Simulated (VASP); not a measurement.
Write the native input for VASP 6.6.1 that does the following.

- Task: relaxation of cell and atoms
- Functional: revPBE
- Dispersion: D3(BJ)
- Potentials or basis: VASP PAW PBE potentials, release 64 (Cs_sv)
- Cutoff: 600 eV
- k mesh: 5 × 5 × 5
- Occupations: methfessel-paxton, width 0.2 eV
- Spin: non-collinear spin, zero start, spin-orbit coupling
- Starting moments: [[0.0, 0.0, 0.0]] μB
- Dipole correction: no
- Further INCAR settings: ALGO = Normal; EDIFF = 1e-06; IBRION = 2; EDIFFG = -0.005; NSW = 80; ISIF = 3

The structure of Cs lies in POSCAR:

```
Cs
1.0
    6.0149553900      0.0000000000      0.0000000000
    3.0074776950      5.2091041704      0.0000000000
    3.0074776950      1.7363680568      4.9111905104
Cs
1
Direct
    0.0000000000      0.0000000000      0.0000000000
```

This isn't the form of Cs at room conditions, which is bcc.

The input as run:

INCAR

```
ALGO = Normal
EDIFF = 1E-6
EDIFFG = -0.005
ENCUT = 600
GGA = RE
GGA_COMPAT = F
IBRION = 2
ISIF = 3
ISMEAR = 1
IVDW = 12
LASPH = T
LCHARG = F
LORBIT = 11
LORBMOM = T
LREAL = F
LSORBIT = T
LWAVE = F
MAGMOM = 0 0 0
NELM = 150
NSW = 80
PREC = Accurate
SIGMA = 0.2
```

KPOINTS

```
k-points
0
Gamma
  5 5 5
```

Potentials or basis: VASP PAW PBE potentials, release 64 (Cs_sv).

Run with:

```sh
$ cat potpaw_PBE.64/Cs_sv/POTCAR > POTCAR
$ mpirun -np 1 vasp_ncl > vasp.out
```

It gave:

| Property | Result |
| --- | --- |
| Relaxed volume | 115.53 Å³/atom |
| Relaxed cell | a = 5.467 Å, b = 5.467 Å, c = 5.467 Å, α = 60.00°, β = 60.00°, γ = 60.00° |
| Space group after relaxing (to 0.1 Å) | Fm-3m (No. 225) |
| Energy gained by relaxing | 49.9 meV/atom |
| Ionic steps | 6 |
| Pressure after relaxing | 0.0 GPa |
| Net moment | 0.00 μB per cell |
| Valence electrons inside the program's atomic spheres | Cs 6.56 |
| Dispersion energy per atom | -0.140 eV |

Caveat: the volume moved by over 15 % at a fixed basis, so the end points are rough; the PAW data sets were made with another functional, which shifts forces and pressure a little.

Run time: 12 min on 1 thread of Intel Xeon 8259CL (shared host), peak memory 0.76 GiB.
